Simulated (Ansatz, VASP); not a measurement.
One calculation of GaSb, two programs

```
Ga Sb
1.0
     0.00000    3.08913    3.08913
     3.08913    0.00000    3.08913
     3.08913    3.08913    0.00000
Ga Sb
1 1
Direct
  0.00000 0.00000 0.00000
  0.25000 0.25000 0.25000
```

Alike in both runs: task single point; functional HSE06; k mesh 4 × 4 × 4; occupations fermi-dirac, width 0.1 eV; no spin polarisation.

|  | VASP | Ansatz |
| --- | --- | --- |
| version | VASP 6.6.1 | Ansatz 0.2.0 development build |
| potentials or method | VASP PAW PBE potentials, release 64 (Ga_d, Sb) | plane waves, PAW datasets (generated hard set |
| plane-wave cutoff (eV) | 520 | 700 |
| valence electrons in the cell | 18 | 44 |

|  | VASP | Ansatz | Ansatz less VASP |
| --- | --- | --- | --- |
| gap on the k mesh at the Fermi level (eV) | 0.66 | 0.65 | -0.007 |

VASP's potentials hold 18 valence electrons a cell and Ansatz's 44, so a difference there can come from the potentials and not from the codes.

The k mesh is coarse, so the values compare programs but aren't converged. Neither program's run includes spin-orbit coupling.
